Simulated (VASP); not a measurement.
Here is a VASP 6.6.1 calculation.

The input INCAR:

```
PREC = Accurate
ENCUT = 520
EDIFF = 1E-6
ISMEAR = -1
SIGMA = 0.1
LREAL = False
LASPH = True
NELM = 150
ALGO = Normal
ISIF = 2
LWAVE = False
LCHARG = False
ISPIN = 2
MAGMOM = 0 9.1
LORBIT = 11
LMAXMIX = 6
GGA = PE
NBANDS = 24
```

The input KPOINTS:

```
regular mesh
0
Gamma
  8 8 4
```

The input POSCAR:

```
CsEu
1.0
    4.4269020918      0.0000000000      0.0000000000
   -2.2134510459      3.8338095395      0.0000000000
    0.0000000000      0.0000000000      7.9413283979
Cs Eu
1 1
Direct
    0.0000000000      0.0000000000      0.5000000000
    0.6666666667      0.3333333333      0.0000000000
```

Potentials or basis: VASP PAW PBE potentials, release 64 (Cs_sv, Eu).

Run with:

```console
$ cat potpaw_PBE.64/Cs_sv/POTCAR potpaw_PBE.64/Eu/POTCAR > POTCAR
$ mpirun -np 1 vasp_std > vasp.out
```

(1) What does it give for the net moment?

(2) What does it give for the pressure?

(3) Estimate the site moments.

## Answers

(1) 7.64 μB per cell.

(2) -0.1 GPa.

(3) Cs +0.02; Eu +6.75 μB.
